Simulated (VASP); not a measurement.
A run of VASP 6.6.1 is set up as follows.

The input POSCAR:

```
KI
1.0
    0.0000000000      3.2425860000      3.2425860000
    3.2425860000      0.0000000000      3.2425860000
    3.2425860000      3.2425860000      0.0000000000
K I
1 1
Direct
    0.0000000000      0.0000000000      0.0000000000
    0.5000000000      0.5000000000      0.5000000000
```

File INCAR.step1:

```
ALGO = Normal
EDIFF = 1E-4
ENCUT = 520
GGA = PE
ISMEAR = 0
LASPH = T
LCHARG = F
LREAL = F
LWAVE = T
NBANDS = 15
NELM = 80
PREC = Accurate
SIGMA = 0.05
```

The input INCAR.step2:

```
ALGO = Normal
EDIFF = 1E-6
ENCUT = 520
ISIF = 2
ISMEAR = 0
ISTART = 1
LASPH = T
LCHARG = F
LMIXTAU = T
LREAL = F
LWAVE = F
METAGGA = R2SCAN
NBANDS = 15
NELM = 80
PREC = Accurate
SIGMA = 0.05
```

Contents of KPOINTS:

```
k-points
0
Gamma
  6 6 6
```

Potentials or basis: VASP PAW PBE potentials, release 64 (K_sv, I).

Run with:

```bash
$ cat potpaw_PBE.64/K_sv/POTCAR potpaw_PBE.64/I/POTCAR > POTCAR
$ cp INCAR.step1 INCAR
$ mpirun -np 1 vasp_std > vasp.out
$ cp INCAR.step2 INCAR
$ mpirun -np 1 vasp_std > vasp.out
```

(1) Predict the pressure.

(2) What does it give for the band gap on the k mesh?

Results:

(1) 6.5 GPa.

(2) 4.78 eV, indirect (least direct gap 5.31 eV).

Caveat: the cell differs from its parent crystal (strain -0.080 along x and y, -0.080 along z); the PAW data sets were made with another functional, which shifts forces and pressure a little; spin-orbit coupling is left out, which moves the levels of the heavy elements.
